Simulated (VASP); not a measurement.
# AlN (P6_3/mmc) in VASP: a series of runs

AlN is run at these levels: PBEsol, PBE; tasks: single point.

Program: VASP 6.6.1. These are calculated values, not measurements. Logs are shortened: lines on timing, memory, paths and dates and some standing lists are left out, and cuts for length are marked.

## 1. The cell of the first run

It takes space group P6_3/mmc (No. 194, hexagonal). The conventional cell has a = 3.376 Å, b = 3.376 Å, c = 4.143 Å, α = 90.00°, β = 90.00°, γ = 120.00°. Al (site symmetry -6m2) has 5 N at 1.95 to 2.07 Å within 2.6 Å. N (site symmetry -6m2) has 5 Al at 1.95 to 2.07 Å within 2.6 Å.

## 2. Single point, PBEsol (strained)

File INCAR:

```
SYSTEM = AlN
ALGO = Normal
EDIFF = 1E-6
ENCUT = 520
GGA = PS
ISIF = 2
ISMEAR = 0
LASPH = .True.
LCHARG = .False.
LREAL = .False.
LWAVE = .False.
NBANDS = 16
NELM = 100
PREC = Accurate
SIGMA = 0.02
```

File KPOINTS:

```
k-points
0
Gamma
  9 9 6
  0 0 0
```

File POSCAR:

```
AlN
1.0
    3.3763376660      0.0000000000      0.0000000000
   -1.6881688330      2.9239941906      0.0000000000
    0.0000000000      0.0000000000      4.1431329566
Al N
2 2
Direct
    0.3333333300      0.6666666700      0.7500000000
    0.6666666700      0.3333333300      0.2500000000
    0.3333333300      0.6666666700      0.2500000000
    0.6666666700      0.3333333300      0.7500000000
```

Potentials or basis: VASP PAW PBE potentials, release 64 (Al, N).

Launch:

```sh
$ cat potpaw_PBE.64/Al/POTCAR potpaw_PBE.64/N/POTCAR > POTCAR
$ mpirun -np 1 vasp_std > vasp.out
```

OUTCAR:

```text
SYSTEM = AlN
   EDIFF = 1E-6
   ENCUT = 520
   GGA = PS
   ISIF = 2
   ISMEAR = 0
   LASPH = .True.
   LREAL = .False.
   NELM = 100
   PREC = Accurate

 ion  position               nearest neighbor table
   1  0.333  0.667  0.750-   4 1.95   4 1.95   4 1.95   3 2.07   3 2.07   2 2.84   2 2.84   2 2.84
                             2 2.84   2 2.84   2 2.84
   2  0.667  0.333  0.250-   3 1.95   3 1.95   3 1.95   4 2.07   4 2.07   1 2.84   1 2.84   1 2.84
                             1 2.84   1 2.84   1 2.84
   3  0.333  0.667  0.250-   2 1.95   2 1.95   2 1.95   1 2.07   1 2.07
   4  0.667  0.333  0.750-   1 1.95   1 1.95   1 1.95   2 2.07   2 2.07

  LATTYP: Found a hexagonal cell.
 ALAT       =     3.3763376660
 C/A-ratio  =     1.2271085912

  Lattice vectors:

 A1 = (   3.3763376660,   0.0000000000,   0.0000000000)
 A2 = (  -1.6881688330,   2.9239941906,   0.0000000000)
 A3 = (   0.0000000000,   0.0000000000,   4.1431329566)

Analysis of symmetry for initial positions (statically):
=====================================================================
 Subroutine PRICEL returns:
 Original cell was already a primitive cell.

 Routine SETGRP: Setting up the symmetry group for a
 hexagonal supercell.

 Subroutine GETGRP returns: Found 24 space group operations
 (whereof 12 operations were pure point group operations)
 out of a pool of 24 trial point group operations.

The static configuration has the point symmetry D_3d.
 The point group associated with its full space group is D_6h.

Analysis of symmetry for dynamics (positions and initial velocities):
=====================================================================
 Subroutine PRICEL returns:
 Original cell was already a primitive cell.

 Routine SETGRP: Setting up the symmetry group for a
 hexagonal supercell.

 Subroutine GETGRP returns: Found 24 space group operations
 (whereof 12 operations were pure point group operations)
 out of a pool of 24 trial point group operations.

The dynamic configuration has the point symmetry D_3d.
 The point group associated with its full space group is D_6h.

 Subroutine INISYM returns: Found 24 space group operations
 (whereof 12 operations are pure point group operations),
 and found     1 'primitive' translations

----------------------------------------------------------------------------------------

                                     Primitive cell

  volume of cell :      40.9026

  direct lattice vectors                    reciprocal lattice vectors
     3.376337666  0.000000000  0.000000000     0.296178907  0.170998972  0.000000000
    -1.688168833  2.923994191  0.000000000     0.000000000  0.341997944  0.000000000
     0.000000000  0.000000000  4.143132957     0.000000000  0.000000000  0.241363241

  length of vectors
     3.376337666  3.376337666  4.143132957     0.341997944  0.341997944  0.241363241

  position of ions in fractional coordinates (direct lattice)
     0.333333330  0.666666670  0.750000000
     0.666666670  0.333333330  0.250000000
     0.333333330  0.666666670  0.250000000
     0.666666670  0.333333330  0.750000000

  ion indices of the primitive-cell ions
   primitive index   ion index
                 1           1
                 2           2
                 3           3
                 4           4

----------------------------------------------------------------------------------------

 KPOINTS: k-points

Automatic generation of k-mesh.
 Grid dimensions read from file:
 generate k-points for:    9    9    6

 Generating k-lattice:

  Cartesian coordinates                     Fractional coordinates (reciprocal lattice)
     0.032908767  0.018999886  0.000000000     0.111111111  0.000000000  0.000000000
     0.000000000  0.037999772  0.000000000     0.000000000  0.111111111  0.000000000
     0.000000000  0.000000000  0.040227207     0.000000000  0.000000000  0.166666667

  Length of vectors
     0.037999772  0.037999772  0.040227207

  Shift w.r.t. Gamma in fractional coordinates (k-lattice)
     0.000000000  0.000000000  0.000000000

 Subroutine IBZKPT returns following result:
 ===========================================

 Found     48 irreducible k-points:

 Following reciprocal coordinates:
            Coordinates               Weight
  0.000000  0.000000  0.000000      1.000000
  0.111111  0.000000  0.000000      6.000000
  0.222222 -0.000000  0.000000      6.000000
  0.333333  0.000000  0.000000      6.000000
  0.444444 -0.000000  0.000000      6.000000
  0.111111  0.111111  0.000000      6.000000
[... 16 lines left out ...]
  0.333333  0.222222  0.166667     24.000000
  0.333333  0.333333  0.166667      4.000000
 [... further k-points ...]
   k-points           NKPTS =     48   k-points in BZ     NKDIM =     48   number of bands    NBANDS=     16
   number of dos      NEDOS =    301   number of ions     NIONS =      4
   total plane-waves  NPLWV =  25088
   dimension x,y,z NGX =    28 NGY =   28 NGZ =   32
   dimension x,y,z NGXF=    56 NGYF=   56 NGZF=   64
   ions per type =               2   2
   NGX,Y,Z   is equivalent  to a cutoff of  13.79, 13.79, 12.84 a.u.
   NGXF,Y,Z  is equivalent  to a cutoff of  27.57, 27.57, 25.68 a.u.
 SYSTEM =  AlN
   PREC   = accura    normal or accurate (medium, high low for compatibility)
   ISTART =      0    job   : 0-new  1-cont  2-samecut
   ICHARG =      2    charge: 1-file 2-atom 10-const
   ISPIN  =      1    spin polarized calculation?
   LNONCOLLINEAR =      F non collinear calculations
   LSORBIT =      F    spin-orbit coupling
   LASPH  =      T    aspherical Exc in radial PAW
   ENCUT  =  520.0 eV  38.22 Ry    6.18 a.u.   6.28  6.28  7.70*2*pi/ulx,y,z
   NELM   =    100;   NELMIN=  2; NELMDL= -5     # of ELM steps
   EDIFF  = 0.1E-05   stopping-criterion for ELM
   LREAL  =      F    real-space projection
   EDIFFG = 0.1E-04   stopping-criterion for IOM
   NSW    =      0    number of steps for IOM
   IBRION =     -1    ionic relax: 0-MD 1-quasi-New 2-CG
   NFREE  =      0    steps in history (QN), initial steepest desc. (CG)
   ISIF   =      2    stress and relaxation
   ISYM   =      2    0-nonsym 1-usesym 2-fastsym
   POTIM  = 0.5000    time-step for ionic-motion
   TEBEG  =    0.0;   TEEND  =   0.0 temperature during run
   PSTRESS=    0.0 pullay stress
   NELECT =      16.0000    total number of electrons
   NUPDOWN=      -1.0000    fix difference up-down
   EMIN   =  10.00;   EMAX   =-10.00  energy-range for DOS
   EFERMI =   0.00;   METHOD = LEGACY
   ISMEAR =     0;   SIGMA  =   0.02  broadening in eV -4-tet -1-fermi 0-gaus
   EFERMI_NEDOS =   21; number of points for ismear=-14 and -15
   IALGO  =     38    algorithm
   IMIX   =      4    mixing-type and parameters
     AMIX     =   0.40;   BMIX     =  1.00
     AMIX_MAG =   1.60;   BMIX_MAG =  1.00
  volume/ion in A,a.u.               =      10.23        69.01
  Fermi-wavevector in a.u.,A,eV,Ry     =   1.197286  2.262542 19.503852  1.433493
  Thomas-Fermi vector in A             =   2.333204
   LORBIT       =      0    0 simple, 1 ext, 2 COOP (PROOUT), +10 PAW based schemes
   GGA     = PS    functional components
   LHFCALC =     F    Hartree Fock is set to
   AEXX    =    0.0000 exact exchange contribution
   IVDW    =     0    specifies the selected vdW correction
   LEPSILON=     F    determine dielectric tensor
   LRPA    =     F    only Hartree local field effects (RPA)
 non-spin polarized calculation
 Gauss-broadening in eV      SIGMA  =   0.02
  energy-cutoff  :      520.00
  volume of cell :       40.90
 maximum number of plane-waves:      1120
 NGX is ok and might be reduce to    28
   NGX = 13   NGY = 13   NGZ = 15

 number of electron      16.0000000 magnetization

 Free energy of the ion-electron system (eV)
  ---------------------------------------------------
  ext. energy  EPLUGINS =         0.00000000
  ---------------------------------------------------
  free energy    TOTEN  =       -30.88191435 eV

  energy without entropy =      -30.88191435  energy(sigma->0) =      -30.88191435

 E-fermi :   7.5753     XC(G=0): -11.2253

 val. band max:        7.4149354702   @ k =   0.0000   0.0000   0.0000
 cond. band min:      10.4894281173   @ k =   0.0000   0.0000   0.0000
 fundamental gap:      3.0744926471
 Fermi energy:         7.5753290211

 k-point     1 :       0.0000    0.0000    0.0000
  band No.  band energies     occupation
      1      -9.0220      2.00000
      2      -5.3344      2.00000
      3       0.8448      2.00000
      4       4.2456      2.00000
      5       4.2456      2.00000
      6       6.0366      2.00000
[... 8 lines left out ...]
     15      19.1248      0.00000
     16      19.1252      0.00000

 k-point     2 :       0.1111    0.0000    0.0000
  band No.  band energies     occupation
      1      -8.8878      2.00000
      2      -5.3445      2.00000
      3       0.9885      2.00000
      4       3.7723      2.00000
      5       4.0484      2.00000
      6       5.5423      2.00000
[... 8 lines left out ...]
     15      18.5822      0.00000
     16      18.8093      0.00000

 k-point     3 :       0.2222   -0.0000    0.0000
  band No.  band energies     occupation
      1      -8.5033      2.00000
      2      -5.4154      2.00000
      3       1.4070      2.00000
      4       2.7536      2.00000
      5       3.6455      2.00000
      6       4.6727      2.00000
[... 8 lines left out ...]
     15      17.6702      0.00000
     16      19.6995      0.00000

 k-point     4 :       0.3333    0.0000    0.0000
  band No.  band energies     occupation
      1      -7.9328      2.00000
      2      -5.6384      2.00000
      3       1.8216      2.00000
      4       2.0492      2.00000
      5       3.2804      2.00000
      6       3.9426      2.00000
[... 8 lines left out ...]
     15      18.3671      0.00000
     16      20.3184      0.00000
[... 324 lines left out ...]
 k-point    22 :       0.2222    0.2222    0.1667
  band No.  band energies     occupation
      1      -7.4862      2.00000
      2      -5.8765      2.00000
      3       1.3731      2.00000
      4       1.7435      2.00000
      5       3.3383      2.00000
      6       3.9350      2.00000
[... 8 lines left out ...]
     15      19.1364      0.00000
     16      20.4520      0.00000

 k-point    23 :       0.3333    0.2222    0.1667
  band No.  band energies     occupation
      1      -6.9600      2.00000
      2      -6.1641      2.00000
      3       1.1172      2.00000
      4       1.8391      2.00000
      5       2.5826      2.00000
      6       4.4203      2.00000
[... 8 lines left out ...]
     15      18.9658      0.00000
     16      20.4714      0.00000

 k-point    24 :       0.3333    0.3333    0.1667
  band No.  band energies     occupation
      1      -6.5167      2.00000
      2      -6.5167      2.00000
      3       1.1181      2.00000
      4       2.0549      2.00000
      5       2.0549      2.00000
      6       4.7689      2.00000
[... 8 lines left out ...]
     15      18.6055      0.00000
     16      20.3106      0.00000

 [... further k-points ...]
[... 5 lines left out ...]
  --------------------------------------------------------------------------------------
  -------------------------------------------------------------------------------------
  Total       -2.7899030     -2.7899030     -1.5539679      0.0000000      0.0000000      0.0000000
  in kB     -109.2819507   -109.2819507    -60.8697295      0.0000000      0.0000000      0.0000000
  external PRESSURE =     -93.1445436 kB  Pullay stress =       0.0000000 kB

 VOLUME and BASIS-vectors are now :
 -----------------------------------------------------------------------------
  energy-cutoff  :      520.00
  volume of cell :       40.90
      direct lattice vectors                 reciprocal lattice vectors
     3.376337666  0.000000000  0.000000000     0.296178907  0.170998972  0.000000000
    -1.688168833  2.923994191  0.000000000     0.000000000  0.341997944  0.000000000
     0.000000000  0.000000000  4.143132957     0.000000000  0.000000000  0.241363241

 POSITION                                       TOTAL-FORCE (eV/Angst)
 -----------------------------------------------------------------------------------
     -0.00000      1.94933      3.10735         0.000000      0.000000      0.000000
      1.68817      0.97466      1.03578         0.000000     -0.000000      0.000000
     -0.00000      1.94933      1.03578         0.000000     -0.000000      0.000000
      1.68817      0.97466      3.10735        -0.000000      0.000000      0.000000
 -----------------------------------------------------------------------------------
    total drift:                               -0.000001      0.000001      0.000000

  FREE ENERGIE OF THE ION-ELECTRON SYSTEM (eV)
  ---------------------------------------------------
  free  energy   TOTEN  =       -30.8819143538 eV

  energy  without entropy=      -30.8819143538  energy(sigma->0) =      -30.88191435
```

Run time: 37 s. Hardware: 1 thread of AMD EPYC 7R13, shared host; peak memory 0.14 GiB.

What came out:

- Free energy: -30.8819 eV
- Pressure: -9.3 GPa
- Band gap on the k mesh: 3.07 eV

Caveat: the cell differs from its parent crystal (strained); the cell stands under tension; the PAW data sets were made with another functional, which shifts forces and pressure a little.

## 3. Single point, PBE (8.76 Å³/atom)

This run uses another cell than the first one, of 8.76 Å³/atom.

File INCAR:

```
PREC     = Accurate       # precision mode
ENCUT    = 520            # plane-wave cutoff, eV
EDIFF    = 1E-7           # SCF threshold, eV
ISMEAR   = 0              # smearing method
SIGMA    = 0.02           # smearing width, eV
LREAL    = False          # projectors in reciprocal space
LASPH    = True           # aspherical terms in the spheres
NELM     = 100            # most SCF steps
ALGO     = Normal         # electronic algorithm
ISIF     = 2              # what is computed and relaxed
LWAVE    = False          # write WAVECAR
LCHARG   = True           # write CHGCAR
GGA      = PE             # functional
LELF     = True           # ELF
LVHAR    = True         
NBANDS   = 16             # bands
```

File KPOINTS:

```
Automatic mesh
0
Gamma
  9 9 6
```

File POSCAR:

```
AlN
1.0
    3.1940580105      0.0000000000      0.0000000000
   -1.5970290052      2.7661353782      0.0000000000
    0.0000000000      0.0000000000      3.9670690611
Al N
2 2
Direct
    0.3333333333      0.6666666667      0.7500000000
    0.6666666667      0.3333333333      0.2500000000
    0.3333333333      0.6666666667      0.2500000000
    0.6666666667      0.3333333333      0.7500000000
```

Potentials or basis: VASP PAW PBE potentials, release 64 (Al, N).

Launch:

```sh
$ cat potpaw_PBE.64/Al/POTCAR potpaw_PBE.64/N/POTCAR > POTCAR
$ mpirun -np 1 vasp_std > vasp.out
```

It took 16 s on 1 thread of Intel Xeon 8259CL, shared host; peak memory 0.15 GiB.

It converged, with:

- Free energy: -28.8757 eV
- Pressure: 33.2 GPa
- Band gap on the k mesh: 4.23 eV

Stress tensor (GPa, compression positive):
```
33.15  0.00  0.00
 0.00 33.15  0.00
 0.00  0.00 33.28
```

Levels at points of the mesh, in eV from the valence-band top:
```
           k point  band 5  band 6  band 7  band 8  band 9  band 10  band 11  band 12
(0.00, 0.00, 0.00)   -3.65   -1.77   -1.77    0.00    4.23     5.47     8.92     8.92
(0.00, 0.00, 0.50)   -2.76   -2.76   -2.76   -2.76    6.49     6.49     8.98     8.98
```

Caveat: the cell stands under pressure; an odd mesh through Γ misses points on the zone boundary, where band edges can lie.

(Part 1 of 2 ends here.)
